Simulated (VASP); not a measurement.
Set up this calculation in VASP 6.6.1, as the native input.

- Task: single point
- Functional: PBE
- Potentials or basis: VASP PAW PBE potentials, release 64 (Cu)
- Cutoff: 520 eV
- k mesh: 12 × 12 × 12
- Occupations: fermi-dirac, width 0.1 eV
- Spin: no spin polarisation
- Dipole correction: no
- Further INCAR settings: ALGO = Normal; EDIFF = 1e-07; NBANDS = 18

The structure of Cu lies in POSCAR:

```
Cu
1.0
    0.0000000000      2.7104178277      2.7104178277
    2.7104178277      0.0000000000      2.7104178277
    2.7104178277      2.7104178277      0.0000000000
Cu
2
Direct
    0.1250000000      0.1250000000      0.1250000000
    0.8750000000      0.8750000000      0.8750000000
```

This cell differs from its parent crystal: volume scaled by 1.04.

The input as run:

INCAR

```
ALGO = Normal
EDIFF = 1E-7
ENCUT = 520
GGA = PE
ISIF = 2
ISMEAR = -1
LASPH = True
LCHARG = False
LREAL = False
LWAVE = False
NBANDS = 18
NELM = 80
PREC = Accurate
SIGMA = 0.1
```

KPOINTS

```
k-points
0
Gamma
  12 12 12
```

Potentials or basis: VASP PAW PBE potentials, release 64 (Cu).

Launch:

```console
$ cat potpaw_PBE.64/Cu/POTCAR > POTCAR
$ mpirun -np 1 vasp_std > vasp.out
```

It gave:

* Pressure: -1.6 GPa
* Band gap on the k mesh: zero (band 11 reaches 3.04 eV, above the bottom of band 12 at 2.08 eV)

It took 110 s on 1 thread of Intel Xeon 8259CL (shared host), peak memory 0.19 GiB.
